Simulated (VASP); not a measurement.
Input of a VASP 6.6.1 run:

The input INCAR:

```
PREC = Accurate
ENCUT = 600
EDIFF = 1E-7
ISMEAR = -1
SIGMA = 0.03
LREAL = F
LASPH = T
NELM = 100
ALGO = Normal
ISIF = 3
LWAVE = F
LCHARG = F
GGA = PE
IBRION = 2
NSW = 100
EDIFFG = -0.005
```

File KPOINTS:

```
Automatic mesh
0
Gamma
  10 10 6
```

The input POSCAR:

```
NbSi
1.0
    4.2082776712      0.0000000000      0.0000000000
   -2.1041388356      3.6444753694      0.0000000000
    0.0000000000      0.0000000000      6.8594926041
Nb Si
2 2
Direct
    0.3333333333      0.6666666667      0.0000000000
    0.6666666667      0.3333333333      0.5000000000
    0.3333333333      0.6666666667      0.3760000000
    0.6666666667      0.3333333333      0.8760000000
```

Potentials or basis: VASP PAW PBE potentials, release 64 (Nb_sv, Si).

The run is started by

```console
$ cat potpaw_PBE.64/Nb_sv/POTCAR potpaw_PBE.64/Si/POTCAR > POTCAR
$ mpirun -np 1 vasp_std > vasp.out
```

Q: What does it give for the relaxed cell?

A: a = 4.406 Å, b = 4.406 Å, c = 4.998 Å, α = 90.00°, β = 90.00°, γ = 120.00°.

Q: Predict the relaxed volume.

A: 21.00 Å³/atom.

Step by step:
| step | energy change (eV) | largest force (eV/Å) | pressure (GPa) | volume (Å³) |
| --- | --- | --- | --- | --- |
| 1 | 0.0000 | 0.1812 | -7.14 | 105.20 |
| 2 | -0.1670 | 0.5580 | 6.60 | 88.33 |
| 3 | -0.2746 | 0.3789 | 0.35 | 94.32 |
| 4 | -0.3361 | 0.4654 | 0.44 | 93.98 |
| 5 | -0.6338 | 0.8717 | 0.25 | 92.76 |
| 6 | -1.7685 | 2.2476 | -1.59 | 89.48 |
| 7 | 0.2083 | 2.0552 | 25.17 | 79.30 |
| 8 | -1.7239 | 4.0161 | 1.19 | 87.85 |
| 9 | -2.2709 | 4.3625 | 5.84 | 83.99 |
| 10 | -2.1801 | 4.0822 | 7.90 | 83.18 |
| 11 | -2.2399 | 4.2593 | 6.73 | 83.62 |
| 12 | -2.2418 | 4.2369 | 6.75 | 83.61 |
| 13 | -2.2469 | 4.1685 | 6.83 | 83.59 |
| 14 | -2.2540 | 4.0273 | 6.96 | 83.54 |
| 15 | -2.2549 | 3.7246 | 7.30 | 83.44 |
| 16 | -2.2565 | 3.8464 | 7.16 | 83.48 |
| 17 | -2.2645 | 3.8269 | 7.11 | 83.49 |
| 18 | -2.2882 | 3.7691 | 6.94 | 83.53 |
| 19 | -2.3345 | 3.6550 | 6.62 | 83.61 |
| 20 | -2.4230 | 3.4329 | 5.98 | 83.76 |
| 21 | -2.5835 | 3.0125 | 4.75 | 84.07 |
| 22 | -2.8441 | 2.2592 | 2.54 | 84.68 |
| 23 | -3.1582 | 1.0709 | -0.99 | 85.88 |
| 24 | -3.2064 | 0.3650 | -5.22 | 88.19 |
| 25 | -3.2586 | 0.0530 | -3.97 | 87.32 |
| 26 | -3.2600 | 0.1600 | -3.66 | 87.13 |
| 27 | -3.2700 | 0.1362 | -3.21 | 86.72 |
| 28 | -3.2919 | 0.0631 | -1.81 | 85.49 |
| 29 | -3.2975 | 0.0922 | 1.30 | 83.07 |
| 30 | -3.3016 | 0.0281 | 0.00 | 84.04 |
| 31 | -3.3016 | 0.0321 | 0.08 | 83.97 |
| 32 | -3.3016 | 0.0253 | 0.06 | 83.98 |
| 33 | -3.3017 | 0.0102 | 0.04 | 83.98 |
| 34 | -3.3017 | 0.0067 | 0.02 | 83.99 |
| 35 | -3.3017 | 0.0001 | -0.01 | 84.02 |

Caveat: the volume moved by over 15 % at a fixed basis, so the end points are rough.
